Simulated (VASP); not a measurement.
# Te2Mo (P-3m1) in VASP: single point with PBE+D3(BJ)

Aim: the single point of Te2Mo with PBE+D3(BJ).

Everything below comes from runs of VASP 6.6.1. Logs are shortened: lines on timing, memory, paths and dates and some standing lists are left out, and cuts for length are marked.

**1. The cell of the first run**

The typed cell holds 6 atoms: a = 3.497 Å, b = 3.497 Å, c = 13.710 Å, α = 90.00°, β = 90.00°, γ = 120.00°.

**2. Single point, PBE+D3(BJ)**

The input, INCAR:

```
PREC = Accurate
ENCUT = 520
EDIFF = 1E-6
ISMEAR = 0
SIGMA = 0.05
LREAL = False
LASPH = True
NELM = 100
ALGO = Normal
ISIF = 2
LWAVE = False
LCHARG = False
GGA = PE
IVDW = 12
NBANDS = 35
```

The input, KPOINTS:

```
Automatic mesh
0
Gamma
  9 9 2
```

The input, POSCAR:

```
Te2Mo
1.0
    3.4971168434      0.0000000000      0.0000000000
   -1.7485584217      3.0285920264      0.0000000000
    0.0000000000      0.0000000000     13.7100447864
Te Mo
4 2
Direct
    0.3333333333      0.6666666667      0.1174002796
    0.6666666667      0.3333333333      0.6175370250
    0.6666666667      0.3333333333      0.8825997204
    0.3333333333      0.6666666667      0.3824629750
    0.3333333333      0.6666666667      0.7500692155
    0.6666666667      0.3333333333      0.2499307845
```

Potentials or basis: VASP PAW PBE potentials, release 64 (Te, Mo_sv).

Command:

```sh
$ cat potpaw_PBE.64/Te/POTCAR potpaw_PBE.64/Mo_sv/POTCAR > POTCAR
$ mpirun -np 1 vasp_std > vasp.out
```

OUTCAR:

```text
PREC = Accurate
   ENCUT = 520
   EDIFF = 1E-6
   ISMEAR = 0
   LREAL = False
   LASPH = True
   NELM = 100
   ISIF = 2
   GGA = PE
   IVDW = 12
 IVDW          = 12

 ion  position               nearest neighbor table
   1  0.333  0.667  0.117-   6 2.72   6 2.72   6 2.72   4 3.63
   2  0.667  0.333  0.618-   5 2.72   5 2.72   5 2.72   3 3.63
   3  0.667  0.333  0.883-   5 2.72   5 2.72   5 2.72   2 3.63
   4  0.333  0.667  0.382-   6 2.72   6 2.72   6 2.72   1 3.63
   5  0.333  0.667  0.750-   3 2.72   3 2.72   3 2.72   2 2.72   2 2.72   2 2.72
   6  0.667  0.333  0.250-   1 2.72   1 2.72   1 2.72   4 2.72   4 2.72   4 2.72

  LATTYP: Found a hexagonal cell.
 ALAT       =     3.4971168434
 C/A-ratio  =     3.9203851059

  Lattice vectors:

 A1 = (   3.4971168434,   0.0000000000,   0.0000000000)
 A2 = (  -1.7485584217,   3.0285920264,   0.0000000000)
 A3 = (   0.0000000000,   0.0000000000,  13.7100447864)

Analysis of symmetry for initial positions (statically):
=====================================================================
 Subroutine PRICEL returns:
 Original cell was already a primitive cell.

 Routine SETGRP: Setting up the symmetry group for a
 hexagonal supercell.

 Subroutine GETGRP returns: Found 12 space group operations
 (whereof 12 operations were pure point group operations)
 out of a pool of 24 trial point group operations.

The static configuration has the point symmetry D_3d.

Analysis of symmetry for dynamics (positions and initial velocities):
=====================================================================
 Subroutine PRICEL returns:
 Original cell was already a primitive cell.

 Routine SETGRP: Setting up the symmetry group for a
 hexagonal supercell.

 Subroutine GETGRP returns: Found 12 space group operations
 (whereof 12 operations were pure point group operations)
 out of a pool of 24 trial point group operations.

The dynamic configuration has the point symmetry D_3d.

 Subroutine INISYM returns: Found 12 space group operations
 (whereof 12 operations are pure point group operations),
 and found     1 'primitive' translations

----------------------------------------------------------------------------------------

                                     Primitive cell

  volume of cell :     145.2077

  direct lattice vectors                    reciprocal lattice vectors
     3.497116843  0.000000000  0.000000000     0.285949839  0.165093217  0.000000000
    -1.748558422  3.028592026  0.000000000     0.000000000  0.330186434  0.000000000
     0.000000000  0.000000000 13.710044786     0.000000000  0.000000000  0.072939222

  length of vectors
     3.497116843  3.497116843 13.710044786     0.330186434  0.330186434  0.072939222

  position of ions in fractional coordinates (direct lattice)
     0.333333333  0.666666667  0.117400280
     0.666666667  0.333333333  0.617537025
     0.666666667  0.333333333  0.882599720
     0.333333333  0.666666667  0.382462975
     0.333333333  0.666666667  0.750069215
     0.666666667  0.333333333  0.249930785

  ion indices of the primitive-cell ions
   primitive index   ion index
                 1           1
                 2           2
                 3           3
                 4           4
                 5           5
                 6           6

----------------------------------------------------------------------------------------

 KPOINTS: Automatic mesh

Automatic generation of k-mesh.
 Grid dimensions read from file:
 generate k-points for:    9    9    2

 Generating k-lattice:

  Cartesian coordinates                     Fractional coordinates (reciprocal lattice)
     0.031772204  0.018343691  0.000000000     0.111111111 -0.000000000  0.000000000
     0.000000000  0.036687382  0.000000000     0.000000000  0.111111111  0.000000000
     0.000000000  0.000000000  0.036469611     0.000000000  0.000000000  0.500000000

  Length of vectors
     0.036687382  0.036687382  0.036469611

  Shift w.r.t. Gamma in fractional coordinates (k-lattice)
     0.000000000  0.000000000  0.000000000

 Subroutine IBZKPT returns following result:
 ===========================================

 Found     24 irreducible k-points:

 Following reciprocal coordinates:
            Coordinates               Weight
  0.000000  0.000000  0.000000      1.000000
  0.111111  0.000000  0.000000      6.000000
  0.222222  0.000000  0.000000      6.000000
  0.333333  0.000000  0.000000      6.000000
  0.444444  0.000000  0.000000      6.000000
  0.111111  0.111111  0.000000      6.000000
[... 16 lines left out ...]
  0.333333  0.222222  0.500000     12.000000
  0.333333  0.333333  0.500000      2.000000
   k-points           NKPTS =     24   k-points in BZ     NKDIM =     24   number of bands    NBANDS=     35
   number of dos      NEDOS =    301   number of ions     NIONS =      6
   total plane-waves  NPLWV =  84672
   dimension x,y,z NGX =    28 NGY =   28 NGZ =  108
   dimension x,y,z NGXF=    56 NGYF=   56 NGZF=  216
   ions per type =               4   2
   NGX,Y,Z   is equivalent  to a cutoff of  13.31, 13.31, 13.10 a.u.
   NGXF,Y,Z  is equivalent  to a cutoff of  26.62, 26.62, 26.19 a.u.
 SYSTEM =  unknown system
   PREC   = accura    normal or accurate (medium, high low for compatibility)
   ISTART =      0    job   : 0-new  1-cont  2-samecut
   ICHARG =      2    charge: 1-file 2-atom 10-const
   ISPIN  =      1    spin polarized calculation?
   LNONCOLLINEAR =      F non collinear calculations
   LSORBIT =      F    spin-orbit coupling
   LASPH  =      T    aspherical Exc in radial PAW
   ENCUT  =  520.0 eV  38.22 Ry    6.18 a.u.   6.50  6.50 25.49*2*pi/ulx,y,z
   NELM   =    100;   NELMIN=  2; NELMDL= -5     # of ELM steps
   EDIFF  = 0.1E-05   stopping-criterion for ELM
   LREAL  =      F    real-space projection
   EDIFFG = 0.1E-04   stopping-criterion for IOM
   NSW    =      0    number of steps for IOM
   IBRION =     -1    ionic relax: 0-MD 1-quasi-New 2-CG
   NFREE  =      0    steps in history (QN), initial steepest desc. (CG)
   ISIF   =      2    stress and relaxation
   ISYM   =      2    0-nonsym 1-usesym 2-fastsym
   POTIM  = 0.5000    time-step for ionic-motion
   TEBEG  =    0.0;   TEEND  =   0.0 temperature during run
   PSTRESS=    0.0 pullay stress
   NELECT =      52.0000    total number of electrons
   NUPDOWN=      -1.0000    fix difference up-down
   EMIN   =  10.00;   EMAX   =-10.00  energy-range for DOS
   EFERMI =   0.00;   METHOD = LEGACY
   ISMEAR =     0;   SIGMA  =   0.05  broadening in eV -4-tet -1-fermi 0-gaus
   EFERMI_NEDOS =   21; number of points for ismear=-14 and -15
   IALGO  =     38    algorithm
   IMIX   =      4    mixing-type and parameters
     AMIX     =   0.40;   BMIX     =  1.00
     AMIX_MAG =   1.60;   BMIX_MAG =  1.00
  volume/ion in A,a.u.               =      24.20       163.32
  Fermi-wavevector in a.u.,A,eV,Ry     =   1.162553  2.196906 18.388668  1.351529
  Thomas-Fermi vector in A             =   2.299113
   LORBIT       =      0    0 simple, 1 ext, 2 COOP (PROOUT), +10 PAW based schemes
   GGA     = PE    functional components
   LHFCALC =     F    Hartree Fock is set to
   AEXX    =    0.0000 exact exchange contribution
   IVDW    =    12    specifies the selected vdW correction
   LEPSILON=     F    determine dielectric tensor
   LRPA    =     F    only Hartree local field effects (RPA)
 non-spin polarized calculation
 Gauss-broadening in eV      SIGMA  =   0.05
  energy-cutoff  :      520.00
  volume of cell :      145.21
 maximum number of plane-waves:      3998
 NGX is ok and might be reduce to    28
   NGX = 13   NGY = 13   NGZ = 51

 number of electron      51.9999998 magnetization

 Free energy of the ion-electron system (eV)
  ---------------------------------------------------
  ext. energy  EPLUGINS =         0.00000000
  ---------------------------------------------------
  free energy    TOTEN  =       -35.91026407 eV

  energy without entropy =      -35.91026407  energy(sigma->0) =      -35.91026407

 E-fermi :   8.9275     XC(G=0): -10.6344

 val. band max:        8.6145011169   @ k =   0.0000   0.0000   0.0000
 cond. band min:       9.2862750023   @ k =   0.2222   0.2222   0.0000
 fundamental gap:      0.6717738854
 Fermi energy:         8.9275147615

 k-point     1 :       0.0000    0.0000    0.0000
  band No.  band energies     occupation
      1     -52.2372      2.00000
      2     -52.2372      2.00000
      3     -26.4140      2.00000
      4     -26.4139      2.00000
      5     -26.2732      2.00000
      6     -26.2732      2.00000
[... 27 lines left out ...]
     34      12.0253      0.00000
     35      14.4411      0.00000

 k-point     2 :       0.1111    0.0000    0.0000
  band No.  band energies     occupation
      1     -52.2360      2.00000
      2     -52.2360      2.00000
      3     -26.4104      2.00000
      4     -26.4104      2.00000
      5     -26.2895      2.00000
      6     -26.2895      2.00000
[... 27 lines left out ...]
     34      11.8689      0.00000
     35      15.0515      0.00000

 k-point     3 :       0.2222    0.0000    0.0000
  band No.  band energies     occupation
      1     -52.2328      2.00000
      2     -52.2328      2.00000
      3     -26.4013      2.00000
      4     -26.4013      2.00000
      5     -26.3305      2.00000
      6     -26.3305      2.00000
[... 27 lines left out ...]
     34      12.1947      0.00000
     35      14.8658      0.00000

 k-point     4 :       0.3333    0.0000    0.0000
  band No.  band energies     occupation
      1     -52.2293      2.00000
      2     -52.2293      2.00000
      3     -26.3910      2.00000
      4     -26.3910      2.00000
      5     -26.3768      2.00000
      6     -26.3768      2.00000
[... 27 lines left out ...]
     34      12.4021      0.00000
     35      13.5243      0.00000

 k-point     5 :       0.4444    0.0000    0.0000
  band No.  band energies     occupation
      1     -52.2269      2.00000
      2     -52.2269      2.00000
      3     -26.4068      2.00000
      4     -26.4068      2.00000
      5     -26.3842      2.00000
      6     -26.3842      2.00000
[... 638 lines left out ...]
 k-point    22 :       0.2222    0.2222    0.5000
  band No.  band energies     occupation
      1     -52.2277      2.00000
      2     -52.2277      2.00000
      3     -26.3864      2.00000
      4     -26.3864      2.00000
      5     -26.3796      2.00000
      6     -26.3796      2.00000
[... 27 lines left out ...]
     34      12.1613      0.00000
     35      14.3115      0.00000

 k-point    23 :       0.3333    0.2222    0.5000
  band No.  band energies     occupation
      1     -52.2259      2.00000
      2     -52.2259      2.00000
      3     -26.3906      2.00000
      4     -26.3906      2.00000
      5     -26.3813      2.00000
      6     -26.3813      2.00000
[... 27 lines left out ...]
     34      12.1694      0.00000
     35      13.6659      0.00000

 k-point    24 :       0.3333    0.3333    0.5000
  band No.  band energies     occupation
      1     -52.2253      2.00000
      2     -52.2253      2.00000
      3     -26.3795      2.00000
      4     -26.3795      2.00000
      5     -26.3776      2.00000
      6     -26.3776      2.00000
[... 27 lines left out ...]
     34      12.1789      0.00000
     35      13.5804      0.00000

------------------------ aborting loop because EDIFF is reached ----------------------------------------

 Edisp (eV)   -3.32029

 E8    (eV) :    -1.5299

  FORCE on cell =-STRESS in cart. coord.  units (eV):
  Direction    XX          YY          ZZ          XY          YZ          ZX
  --------------------------------------------------------------------------------------
  -------------------------------------------------------------------------------------
  Total      -0.04928    -0.04928     0.01606    -0.00000    -0.00000     0.00000
  in kB      -0.54370    -0.54370     0.17715    -0.00000    -0.00000     0.00000
  external pressure =       -0.30 kB  Pullay stress =        0.00 kB

 VOLUME and BASIS-vectors are now :
 -----------------------------------------------------------------------------
  energy-cutoff  :      520.00
  volume of cell :      145.21
      direct lattice vectors                 reciprocal lattice vectors
     3.497116843  0.000000000  0.000000000     0.285949839  0.165093217  0.000000000
    -1.748558422  3.028592026  0.000000000     0.000000000  0.330186434  0.000000000
     0.000000000  0.000000000 13.710044786     0.000000000  0.000000000  0.072939222

 POSITION                                       TOTAL-FORCE (eV/Angst)
 -----------------------------------------------------------------------------------
     -0.00000      2.01906      1.60956         0.000000     -0.000000     -0.016239
      1.74856      1.00953      8.46646        -0.000000      0.000000     -0.017923
      1.74856      1.00953     12.10048        -0.000000      0.000000      0.016239
     -0.00000      2.01906      5.24358         0.000000     -0.000000      0.017923
     -0.00000      2.01906     10.28348         0.000000     -0.000000     -0.000787
      1.74856      1.00953      3.42656        -0.000000      0.000000      0.000787
 -----------------------------------------------------------------------------------
    total drift:                               -0.000000      0.000000      0.000000

  FREE ENERGIE OF THE ION-ELECTRON SYSTEM (eV)
  ---------------------------------------------------
  free  energy   TOTEN  =       -39.2305525759 eV

  energy  without entropy=      -39.2305525759  energy(sigma->0) =      -39.23055258
```

It took 87 s on 1 thread of Intel Xeon 6975P-C (Granite Rapids), shared host; peak memory 0.33 GiB.

Results:

| Quantity | Value |
| --- | --- |
| Free energy | -39.2306 eV |
| Pressure | 0.0 GPa |
| Largest force | 0.018 eV/Å |
| Band gap on the k mesh | 0.67 eV, indirect (least direct gap 1.05 eV) |
| Dispersion energy per atom | -0.553 eV |

Forces in eV/Å, atoms in the order of the input:
```
Te   0.000  0.000 -0.016
Te   0.000  0.000 -0.018
Te   0.000  0.000  0.016
Te   0.000  0.000  0.018
Mo   0.000  0.000 -0.001
Mo   0.000  0.000  0.001
```

Caveat: spin-orbit coupling is left out, which moves the levels of the heavy elements.
